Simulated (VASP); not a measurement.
Set up this calculation in VASP 6.6.1, as the native input.

| Item | Value |
| --- | --- |
| Task | single point |
| Functional | PBE-based screened hybrid with 25 % exact exchange |
| Potentials or basis | VASP PAW PBE potentials, release 64 (C) |
| Cutoff | 520 eV |
| k mesh | 7 × 7 × 7 |
| Occupations | fermi-dirac, width 0.05 eV |
| Spin | no spin polarisation |
| Dipole correction | no |
| Grid for exact exchange (PRECFOCK) | Normal |
| Share of exact exchange | 0.25 |
| Further INCAR settings | ALGO = Normal; EDIFF = 1e-07; NBANDS = 11 |
| Screening parameter | 0.3 1/Å |

C:

```xyz
2
Lattice="0.0000 1.8068 1.8068 1.8068 0.0000 1.8068 1.8068 1.8068 0.0000" Properties=species:S:1:pos:R:3 pbc="T T T"
C     2.7103    2.7103    2.7103
C     1.8068    1.8068    1.8068
```

One way to write it, as run:

POSCAR

```
C
1.0
    0.0000000000      1.8068380860      1.8068380860
    1.8068380860      0.0000000000      1.8068380860
    1.8068380860      1.8068380860      0.0000000000
C
2
Direct
    0.7500000000      0.7500000000      0.7500000000
    0.5000000000      0.5000000000      0.5000000000
```

INCAR.step1

```
SYSTEM = C
PREC = Accurate
ENCUT = 520
EDIFF = 1E-5
ISMEAR = -1
SIGMA = 0.05
LREAL = .False.
LASPH = .True.
NELM = 100
ALGO = Normal
ISIF = 2
LWAVE = .True.
LCHARG = .False.
NBANDS = 11
GGA = PE
```

INCAR.step2

```
SYSTEM = C
PREC = Accurate
ENCUT = 520
EDIFF = 1E-7
ISMEAR = -1
SIGMA = 0.05
LREAL = .False.
LASPH = .True.
NELM = 100
ALGO = Normal
ISIF = 2
LWAVE = .False.
LCHARG = .False.
GGA = PE
LHFCALC = .True.
AEXX = 0.25
HFSCREEN = 0.3
PRECFOCK = Normal
NBANDS = 11
ISTART = 1
```

KPOINTS

```
regular mesh
0
Gamma
  7 7 7
  0 0 0
```

Potentials or basis: VASP PAW PBE potentials, release 64 (C).

Run with:

```console
$ cat potpaw_PBE.64/C/POTCAR > POTCAR
$ cp INCAR.step1 INCAR
$ mpirun -np 1 vasp_std > vasp.out
$ cp INCAR.step2 INCAR
$ mpirun -np 1 vasp_std > vasp.out
```

Results of the run:

```
Pressure               : -23.1 GPa
Band gap on the k mesh : 5.08 eV (least direct gap 6.63 eV)
```

Caveat: the k points lie up to 0.43 Å⁻¹ apart; the PAW data sets were made with another functional, which shifts forces and pressure a little; an odd mesh through Γ misses points on the zone boundary, where band edges can lie.

It took 8.8 min on 1 thread of Intel Xeon 8259CL, with other jobs on the host, peak memory 0.22 GiB.
